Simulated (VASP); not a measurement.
**Ba2CBrO6: single point with r2SCAN**

The system is Ba2CBrO6.

```
CELL_PARAMETERS angstrom
0.00000 4.08488 4.08488
4.08488 0.00000 4.08488
4.08488 4.08488 0.00000
ATOMIC_POSITIONS crystal
Br 0.50000 0.50000 0.50000
O 0.76500 0.23500 0.23500
O 0.23500 0.76500 0.23500
O 0.23500 0.76500 0.76500
O 0.76500 0.23500 0.76500
O 0.23500 0.23500 0.76500
O 0.76500 0.76500 0.23500
C 0.00000 0.00000 0.00000
Ba 0.25000 0.25000 0.25000
Ba 0.75000 0.75000 0.75000
```

```json
{
 "Program": "VASP 6.6.1",
 "Task": "single point",
 "Functional": "r2SCAN",
 "Potentials or basis": "VASP PAW PBE potentials, release 64 (Br, O, C, Ba_sv)",
 "Cutoff": "520 eV",
 "k mesh": "4 × 4 × 4",
 "Occupations": "fermi-dirac, width 0.1 eV",
 "Spin": "no spin polarisation",
 "Dipole correction": "no",
 "Charge": "1",
 "Further INCAR settings": "ALGO = Normal; EDIFF = 1e-06; NBANDS = 44; NELECT = 66.0"
}
```

The largest force is 0.565 eV/Å.

Forces on the atoms (eV/Å):
```
Br   0.000  0.000  0.000
O   -0.565  0.000  0.000
O    0.000 -0.565  0.000
O    0.565  0.000  0.000
O    0.000  0.565  0.000
O    0.000  0.000 -0.565
O    0.000  0.000  0.565
C    0.000  0.000  0.000
Ba   0.000  0.000  0.000
Ba   0.000  0.000  0.000
```

Levels at points of the mesh, in eV from the Fermi level:
| k point | band 29 | band 30 | band 31 | band 32 | band 33 | band 34 | band 35 | band 36 | band 37 | band 38 |
| --- | --- | --- | --- | --- | --- | --- | --- | --- | --- | --- |
| (0.00, 0.00, 0.00) | -0.34 | -0.34 | 0.05 | 0.05 | 0.05 | 0.19 | 0.19 | 0.19 | 2.89 | 6.49 |
| (0.50, 0.00, 0.00) | -0.53 | -0.43 | -0.43 | -0.32 | -0.28 | -0.28 | 3.01 | 3.01 | 4.57 | 5.72 |
| (0.50, 0.50, 0.00) | -0.98 | -0.90 | -0.90 | -0.17 | -0.02 | 1.21 | 1.21 | 1.68 | 1.96 | 6.73 |

Wall time 3.9 min on 1 thread of AMD EPYC 9R45 96-Core Processor (Zen 5), on a shared host, peak memory 0.35 GiB.

Caveat: the cell carries a net charge on a neutralising background, which shifts energy and pressure; the cell is charged against a uniform background, so pressure and absolute levels hang on convention; the PAW data sets were made with another functional, which shifts forces and pressure a little; spin-orbit coupling is left out, which moves the levels of the heavy elements.
